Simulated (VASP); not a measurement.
# ZrC (Fm-3m) in VASP: single point with PBEsol

Aim: the single point of ZrC with PBEsol.

All numbers are computed with VASP 6.6.1; they aren't measurements. Logs are shortened: lines on timing, memory, paths and dates and some standing lists are left out, and cuts for length are marked.

## Step 1: The cell of the first run

The structure is cubic, space group Fm-3m (No. 225). Conventional cell: a = 4.669 Å, b = 4.669 Å, c = 4.669 Å, α = 90.00°, β = 90.00°, γ = 90.00°. Within 3.1 Å of Zr (site symmetry m-3m) lie 6 C at 2.33 Å. C (site symmetry m-3m) has 6 Zr at 2.33 Å within 3.1 Å.

## Step 2: Single point, PBEsol

File INCAR:

```
ALGO = Normal
EDIFF = 1E-6
ENCUT = 520
GGA = PS
ISIF = 2
ISMEAR = -1
LASPH = T
LCHARG = F
LREAL = F
LWAVE = F
NBANDS = 15
NELM = 80
PREC = Accurate
SIGMA = 0.1
```

File KPOINTS:

```
k-points
0
Gamma
  18 18 18
```

File POSCAR:

```
ZrC
1.0
    0.0000000000      2.3346624503      2.3346624503
    2.3346624503      0.0000000000      2.3346624503
    2.3346624503      2.3346624503      0.0000000000
Zr C
1 1
Direct
    0.5000000000      0.5000000000      0.5000000000
    0.0000000000      0.0000000000      0.0000000000
```

Potentials or basis: VASP PAW PBE potentials, release 64 (Zr_sv, C).

Started as:

```bash
> cat potpaw_PBE.64/Zr_sv/POTCAR potpaw_PBE.64/C/POTCAR > POTCAR
> mpirun -np 1 vasp_std > vasp.out
```

OUTCAR:

```text
EDIFF = 1E-6
   ENCUT = 520
   GGA = PS
   ISIF = 2
   ISMEAR = -1
   LASPH = T
   LREAL = F
   NELM = 80
   PREC = Accurate

 ion  position               nearest neighbor table
   1  0.500  0.500  0.500-   2 2.33   2 2.33   2 2.33   2 2.33   2 2.33   2 2.33
   2  0.000  0.000  0.000-   1 2.33   1 2.33   1 2.33   1 2.33   1 2.33   1 2.33

  LATTYP: Found a face centered cubic cell.
 ALAT       =     4.6693249006

  Lattice vectors:

 A1 = (   0.0000000000,   2.3346624503,   2.3346624503)
 A2 = (   2.3346624503,   0.0000000000,   2.3346624503)
 A3 = (   2.3346624503,   2.3346624503,   0.0000000000)

Analysis of symmetry for initial positions (statically):
=====================================================================
 Subroutine PRICEL returns:
 Original cell was already a primitive cell.

 Routine SETGRP: Setting up the symmetry group for a
 face centered cubic supercell.

 Subroutine GETGRP returns: Found 48 space group operations
 (whereof 48 operations were pure point group operations)
 out of a pool of 48 trial point group operations.

The static configuration has the point symmetry O_h .

Analysis of symmetry for dynamics (positions and initial velocities):
=====================================================================
 Subroutine PRICEL returns:
 Original cell was already a primitive cell.

 Routine SETGRP: Setting up the symmetry group for a
 face centered cubic supercell.

 Subroutine GETGRP returns: Found 48 space group operations
 (whereof 48 operations were pure point group operations)
 out of a pool of 48 trial point group operations.

The dynamic configuration has the point symmetry O_h .

 Subroutine INISYM returns: Found 48 space group operations
 (whereof 48 operations are pure point group operations),
 and found     1 'primitive' translations

----------------------------------------------------------------------------------------

                                     Primitive cell

  volume of cell :      25.4508

  direct lattice vectors                    reciprocal lattice vectors
     0.000000000  2.334662450  2.334662450    -0.214163722  0.214163722  0.214163722
     2.334662450  0.000000000  2.334662450     0.214163722 -0.214163722  0.214163722
     2.334662450  2.334662450  0.000000000     0.214163722  0.214163722 -0.214163722

  length of vectors
[... 90 lines left out ...]
   POTIM  = 0.5000    time-step for ionic-motion
   TEBEG  =    0.0;   TEEND  =   0.0 temperature during run
   PSTRESS=    0.0 pullay stress
   NELECT =      16.0000    total number of electrons
   NUPDOWN=      -1.0000    fix difference up-down
   EMIN   =  10.00;   EMAX   =-10.00  energy-range for DOS
   EFERMI =   0.00;   METHOD = LEGACY
   ISMEAR =    -1;   SIGMA  =   0.10  broadening in eV -4-tet -1-fermi 0-gaus
   EFERMI_NEDOS =   21; number of points for ismear=-14 and -15
   IALGO  =     38    algorithm
   IMIX   =      4    mixing-type and parameters
     AMIX     =   0.40;   BMIX     =  1.00
     AMIX_MAG =   1.60;   BMIX_MAG =  1.00
  volume/ion in A,a.u.               =      12.73        85.88
  Fermi-wavevector in a.u.,A,eV,Ry     =   1.402428  2.650206 26.760016  1.966806
  Thomas-Fermi vector in A             =   2.525191
   LORBIT       =      0    0 simple, 1 ext, 2 COOP (PROOUT), +10 PAW based schemes
   GGA     = PS    functional components
   LHFCALC =     F    Hartree Fock is set to
   AEXX    =    0.0000 exact exchange contribution
   IVDW    =     0    specifies the selected vdW correction
   LEPSILON=     F    determine dielectric tensor
   LRPA    =     F    only Hartree local field effects (RPA)
 non-spin polarized calculation
  energy-cutoff  :      520.00
  volume of cell :       25.45
 maximum number of plane-waves:       701
 NGX is ok and might be reduce to    28
   NGX = 13   NGY = 13   NGZ = 13

 number of electron      16.0000000 magnetization

 Free energy of the ion-electron system (eV)
  ---------------------------------------------------
  ext. energy  EPLUGINS =         0.00000000
  ---------------------------------------------------
  free energy    TOTEN  =       -20.57797649 eV

  energy without entropy =      -20.56750030  energy(sigma->0) =      -20.57273839

 E-fermi :   9.7275     XC(G=0): -12.3784

 val. band max:        9.6982443410   @ k =  -0.0556   0.0556   0.0000
 cond. band min:       9.7322965292   @ k =   0.1111   0.1111   0.0000
 fundamental gap:      0.0340521882
 Fermi energy:         9.7275359070

 k-point     1 :       0.0000    0.0000    0.0000
  band No.  band energies     occupation
      1     -38.1745      2.00000
      2     -15.9018      2.00000
      3     -15.9018      2.00000
      4     -15.9018      2.00000
      5      -1.6281      2.00000
      6      10.6794      0.00015
      7      10.6794      0.00015
      8      10.6794      0.00015
      9      10.7863      0.00005
     10      10.7863      0.00005
     11      10.7863      0.00005
     12      12.5861      0.00000
     13      12.5861      0.00000
     14      17.2455      0.00000
[... 401 lines left out ...]
      2     -16.3628      2.00000
      3     -15.9754      2.00000
      4     -15.9301      2.00000
      5      -0.3607      2.00000
      6       6.9898      2.00000
      7       7.8318      2.00000
      8       8.1520      2.00000
      9      11.9393      0.00000
     10      12.2902      0.00000
     11      12.9213      0.00000
     12      15.8072      0.00000
     13      17.1012      0.00000
     14      19.0608      0.00000
     15      22.9310      0.00000

 [... further k-points ...]

------------------------ aborting loop because EDIFF is reached ----------------------------------------

  FORCE on cell =-STRESS in cart. coord.  units (eV):
  Direction    XX          YY          ZZ          XY          YZ          ZX
  --------------------------------------------------------------------------------------
  -------------------------------------------------------------------------------------
  Total        0.0553743      0.0553743      0.0553743      0.0000000     -0.0000000     -0.0000000
  in kB        3.4859147      3.4859147      3.4859147      0.0000000     -0.0000000     -0.0000000
  external PRESSURE =       3.4859147 kB  Pullay stress =       0.0000000 kB

 VOLUME and BASIS-vectors are now :
 -----------------------------------------------------------------------------
  energy-cutoff  :      520.00
  volume of cell :       25.45
      direct lattice vectors                 reciprocal lattice vectors
     0.000000000  2.334662450  2.334662450    -0.214163722  0.214163722  0.214163722
     2.334662450  0.000000000  2.334662450     0.214163722 -0.214163722  0.214163722
     2.334662450  2.334662450  0.000000000     0.214163722  0.214163722 -0.214163722

 POSITION                                       TOTAL-FORCE (eV/Angst)
 -----------------------------------------------------------------------------------
      2.33466      2.33466      2.33466         0.000000      0.000000     -0.000000
      0.00000      0.00000      0.00000        -0.000000     -0.000000      0.000000
 -----------------------------------------------------------------------------------
    total drift:                                0.000000      0.000000      0.000000

  FREE ENERGIE OF THE ION-ELECTRON SYSTEM (eV)
  ---------------------------------------------------
  free  energy   TOTEN  =       -20.5779764875 eV

  energy  without entropy=      -20.5675002971  energy(sigma->0) =      -20.57273839
```

stdout:

```text
POSCAR found type information on POSCAR ZrC
 POSCAR found :  2 types and       2 ions
 scaLAPACK will be used
 -----------------------------------------------------------------------------
|                                                                             |
|                                                                             |
|     You enforced a specific xc type in the INCAR file but a different       |
|     I HOPE YOU KNOW WHAT YOU ARE DOING!                                     |
|                                                                             |
 -----------------------------------------------------------------------------

 LDA part: xc-table for (Slater+PW92), standard interpolation
 POSCAR, INCAR and KPOINTS ok, starting setup
 FFT: planning ... GRIDC
 FFT: planning ... GRID_SOFT
 FFT: planning ... GRID
 WAVECAR not read
 entering main loop
```

It took 2.3 min on 1 thread of AMD EPYC 7R13, shared host; peak memory 0.18 GiB.

Results:

```yaml
Free_energy: -20.5780 eV
Pressure: 0.3 GPa
Band_gap_on_the_k_mesh: zero (bands 8 and 9 overlap by 1.33 eV)
```

Levels at points of the mesh, in eV from the Fermi level:
```csv
k point,band 6,band 7,band 8,band 9,band 10,band 11
"(0.00, 0.00, 0.00)",0.95,0.95,0.95,1.06,1.06,1.06
"(0.50, 0.00, 0.00)",-5.42,-3.01,-3.01,4.60,4.60,5.46
"(0.50, 0.50, 0.00)",-2.03,-1.88,0.09,0.09,4.57,5.82
```

Caveat: the PAW data sets were made with another functional, which shifts forces and pressure a little.
